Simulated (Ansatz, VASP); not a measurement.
Nb2SnSe: VASP beside Ansatz

```
Nb Sn Se
1.0
     3.37678    0.00000    0.00000
     0.00000    3.37678    0.00000
     0.00000    0.00000   14.29177
Nb Sn Se
4 2 2
Cartesian
  1.6884 0.0000 9.9905
  1.6884 0.0000 13.6112
  0.0000 1.6884 0.6805
  0.0000 1.6884 4.3013
  0.0000 1.6884 11.8988
  1.6884 0.0000 2.3930
  0.0000 1.6884 8.6374
  1.6884 0.0000 5.6544
```

Change from the starting cell: built by hand: Sn-substituted Ta2Se-type layered slab (P4/nmm, No. 129).

Alike in both runs: task single point; functional PBE; k mesh 6 × 6 × 2; occupations gaussian, width 0.1 eV; collinear spin.

|  | VASP | Ansatz |
| --- | --- | --- |
| version | VASP 6.6.1 | Ansatz 0.2.0 |
| potentials or method | VASP PAW PBE potentials, release 64 (Nb_sv, Sn_d, Se), cutoff 500 eV | scalar-relativistic, plane waves, PAW |
| valence electrons in the cell | 92 | 112 |

VASP gave:

| Property | Result |
| --- | --- |
| gap on the k mesh at the Fermi level (eV) | none |
| pressure (GPa) | -0.1 |
| traceless stress, the component that is largest in VASP (GPa) | -0.40 |
| rms of the force components (eV/Å) | 0.147 |
| net moment per atom (μB) | 0.00 |

Question: What did Ansatz give for the same quantities?

Answer: gap on the k mesh at the Fermi level (eV): none; pressure (GPa): 0.0; traceless stress, the component that is largest in VASP (GPa): -0.41; rms of the force components (eV/Å): 0.148; net moment per atom (μB): 0.00.

Atom by atom the forces differ by 0.002 eV/Å (rms over components). A gap of «none» marks a metal or a gap that the smearing closes. VASP's potentials hold 92 valence electrons a cell and Ansatz's 112, so a difference there can come from the potentials and not from the codes. Ansatz's warnings: no starting moments.
